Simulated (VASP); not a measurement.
Write the native input for VASP 6.6.1 that does the following.

- Task: single point
- Functional: PBE
- Potentials or basis: VASP PAW PBE potentials, release 64 (C, H)
- Cutoff: 520 eV
- k mesh: 5 × 5 × 1
- Occupations: gaussian, width 0.05 eV
- Spin: no spin polarisation
- Dipole correction: yes
- Further INCAR settings: LREAL = Auto; ALGO = Normal; EDIFF = 1e-06; NBANDS = 68

The structure of HC12 lies in POSCAR:

```
HC12
1.0
    5.0509324483      0.0000000000      0.0000000000
    0.0000000000      5.0509324483      0.0000000000
    0.0000000000      0.0000000000     22.3754933530
C H
24 2
Direct
    0.0000000000      0.2500000000      0.1787670080
    0.0000000000      0.7500000000      0.1787670080
    0.5000000000      0.2500000000      0.1787670080
    0.5000000000      0.7500000000      0.1787670080
    0.0000000000      0.0000000000      0.2186716990
    0.0000000000      0.5000000000      0.2186716990
    0.5000000000      0.0000000000      0.2186716990
    0.5000000000      0.5000000000      0.2186716990
    0.2500000000      0.0000000000      0.2585763899
    0.2500000000      0.5000000000      0.2585763899
    0.7500000000      0.0000000000      0.2585763899
    0.7500000000      0.5000000000      0.2585763899
    0.2500000000      0.2500000000      0.2976014419
    0.2500000000      0.7500000000      0.2976014419
    0.7500000000      0.2500000000      0.2976014419
    0.7500000000      0.7500000000      0.2976014419
    0.0000000000      0.2500000000      0.3394883053
    0.0000000000      0.7500000000      0.3394883053
    0.5000000000      0.2500000000      0.3394883053
    0.5000000000      0.7500000000      0.3394883053
    0.0000000000      0.0000000000      0.3743154719
    0.0000000000      0.5000000000      0.3743154719
    0.5000000000      0.0000000000      0.3743154719
    0.5000000000      0.5000000000      0.3743154719
    0.7376721994      0.3750000000      0.4087281209
    1.2623278006      0.3750000000      0.4087281209
```

These files were run (other wordings do the same):

INCAR

```
SYSTEM = HC12
ALGO     = Normal         ! electronic algorithm
DIPOL    = 0.5 0.5 0.288
EDIFF    = 1E-6           ! SCF threshold, eV
ENCUT    = 520            ! plane-wave cutoff, eV
GGA      = PE             ! functional
IDIPOL   = 3            
ISIF     = 2              ! what is computed and relaxed
ISMEAR   = 0              ! smearing method
LASPH    = .True.         ! aspherical terms in the spheres
LCHARG   = .False.        ! write CHGCAR
LDIPOL   = .True.       
LREAL    = Auto         
LWAVE    = .False.        ! write WAVECAR
NBANDS   = 68             ! bands
NELM     = 60             ! most SCF steps
PREC     = Accurate       ! precision mode
SIGMA    = 0.05           ! smearing width, eV
```

KPOINTS

```
k-points
0
Gamma
  5 5 1
  0 0 0
```

Potentials or basis: VASP PAW PBE potentials, release 64 (C, H).

Run with:

```console
$ cat potpaw_PBE.64/C/POTCAR potpaw_PBE.64/H/POTCAR > POTCAR
$ mpirun -np 1 vasp_std > vasp.out
```

Results of the run:

- Largest force: 4.121 eV/Å
- Band gap on the k mesh: zero (bands 49 and 50 overlap by 0.20 eV)

Run time: 26 min on 1 thread of Intel Xeon 8259CL, with other jobs on the host, peak memory 0.67 GiB.
